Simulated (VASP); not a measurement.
The system is BaTiO3.

```
Ba Ti O
1.0
     3.98410    0.00000    0.00000
     0.00000    2.83705    2.84580
     0.00000   -2.83705    2.84580
Ba Ti O
1 1 3
Cartesian
  0.0000 0.0000 0.0382
  1.9921 0.0000 2.9613
  0.0000 0.0000 2.7992
  1.9921 -1.3929 4.2044
  1.9921 1.3929 4.2044
```

Base run:

| Quantity | Value |
| --- | --- |
| Program | VASP 6.6.1 |
| Functional | r2SCAN |
| Potentials or basis | VASP PAW PBE potentials, release 64 (Ba_sv, Ti_sv, O) |
| Cutoff | 520 eV |
| k mesh | 8 × 8 × 8 |
| Occupations | fermi-dirac, width 0.02 eV |
| Spin | no spin polarisation |

Its results: band gap on the k mesh 2.52 eV (least direct gap 2.91 eV); pressure 2.8 GPa; largest force 0.121 eV/Å.

Task: The run is repeated on the same cell with these changes: functional from r2SCAN to PBEsol. What comes out?

Result: Band gap on the k mesh 2.08 eV (least direct gap 2.44 eV); pressure -0.4 GPa; largest force 0.022 eV/Å.

Caveats: the PAW data sets were made with another functional, which shifts forces and pressure a little; spin-orbit coupling is left out, which moves the levels of the heavy elements.

A k mesh can miss the band edges.
